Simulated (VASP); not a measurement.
The system is AlN.

```
CELL_PARAMETERS angstrom
0.00000 2.03452 2.03452
2.03452 0.00000 2.03452
2.03452 2.03452 0.00000
ATOMIC_POSITIONS crystal
Al 0.50000 0.50000 0.50000
N 0.00000 0.00000 0.00000
```

Base run:

- Program: VASP 6.6.1
- Functional: HSE06
- Potentials or basis: VASP PAW PBE potentials, release 64 (Al, N)
- Cutoff: 520 eV
- k mesh: 8 × 8 × 8
- Occupations: fermi-dirac, width 0.05 eV
- Spin: no spin polarisation

Its results: band gap on the k mesh 5.77 eV (least direct gap 6.90 eV); pressure -7.5 GPa.

Task: The run is repeated on the same cell with these changes: functional from HSE06 to PBE0. What comes out?

Result: Band gap on the k mesh 6.53 eV (least direct gap 7.65 eV); pressure -7.5 GPa.

Caveats: the cell stands under tension; the PAW data sets were made with another functional, which shifts forces and pressure a little.

A k mesh can miss the band edges.
